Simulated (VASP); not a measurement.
Set up this calculation in VASP 6.6.1, as the native input.

```yaml
Task: single point
Functional: PBE
Dispersion: D3(BJ)
Potentials_or_basis: VASP PAW PBE potentials, release 64 (As, Ga_d)
Cutoff: 520 eV
k_mesh: 9 × 9 × 1
Occupations: gaussian, width 0.05 eV
Spin: no spin polarisation
Dipole_correction: yes
Further_INCAR_settings: ALGO = Normal; EDIFF = 1e-06; NBANDS = 26
```

The structure of GaAs lies in POSCAR:

```
GaAs
1.0
    4.0133560112      0.0000000000      0.0000000000
   -2.0066780056      3.4756682602      0.0000000000
    0.0000000000      0.0000000000     18.0961143265
As Ga
2 2
Direct
    0.0000000000      0.0000000000      0.3868233740
    0.3333333333      0.6666666667      0.5789860650
    0.3333333333      0.6666666667      0.4320940244
    0.6666666667      0.3333333333      0.6156410087
```

One way to write it, as run:

INCAR

```
SYSTEM = GaAs
PREC     = Accurate       ! precision mode
ENCUT    = 520            ! plane-wave cutoff, eV
EDIFF    = 1E-6           ! SCF threshold, eV
ISMEAR   = 0              ! smearing method
SIGMA    = 0.05           ! smearing width, eV
LREAL    = .FALSE.        ! projectors in reciprocal space
LASPH    = .TRUE.         ! aspherical terms in the spheres
NELM     = 60             ! most SCF steps
ALGO     = Normal         ! electronic algorithm
ISIF     = 2              ! what is computed and relaxed
LWAVE    = .FALSE.        ! write WAVECAR
LCHARG   = .FALSE.        ! write CHGCAR
LDIPOL   = .TRUE.       
IDIPOL   = 3            
DIPOL    = 0.5 0.5 0.503
GGA      = PE             ! functional
IVDW     = 12             ! dispersion correction
NBANDS   = 26             ! bands
```

KPOINTS

```
regular mesh
0
G
  9 9 1
  0 0 0
```

Potentials or basis: VASP PAW PBE potentials, release 64 (As, Ga_d).

The run is started by

```sh
$ cat potpaw_PBE.64/As/POTCAR potpaw_PBE.64/Ga_d/POTCAR > POTCAR
$ mpirun -np 1 vasp_std > vasp.out
```

It gave:

```json
{
 "Largest force": "0.473 eV/Å",
 "Band gap on the k mesh": "0.06 eV",
 "Dispersion energy per atom": "-0.210 eV"
}
```

Run time: 3.6 min on 1 thread of AMD EPYC 7R13 (shared host), peak memory 0.34 GiB.
